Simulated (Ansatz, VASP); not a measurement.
## Sr3Zn2H in VASP and in Ansatz

```
CELL_PARAMETERS angstrom
5.74073 0.00000 0.00000
-2.87037 4.97162 0.00000
0.00000 0.00000 6.16698
ATOMIC_POSITIONS crystal
Sr 0.33333 0.66667 0.50000
Sr 0.66667 0.33333 0.50000
Sr 0.00000 0.00000 0.00000
Zn 0.33333 0.66667 0.00000
Zn 0.66667 0.33333 0.00000
H 0.00000 0.00000 0.50000
```

Alike in both runs: functional PBE; k mesh 12 × 12 × 6; occupations gaussian, width 0.1 eV; no spin polarisation.

Ansatz relaxed the structure, and its values are those at the end. VASP's run is a single point on that final structure, the one shown.

```csv
,VASP,Ansatz
version,VASP 6.6.1,Ansatz 0.2.0
potentials or method,"VASP PAW PBE potentials, release 64 (Sr_sv, Zn, H), cutoff 520 eV","scalar-relativistic, plane waves, PAW"
valence electrons in the cell,55,55
```

```csv
,VASP,Ansatz,Ansatz less VASP
gap on the k mesh at the Fermi level (eV),none,none,-
pressure (GPa),0.1,0.0,-0.06
```

A gap of «none» marks a metal or a gap that the smearing closes.
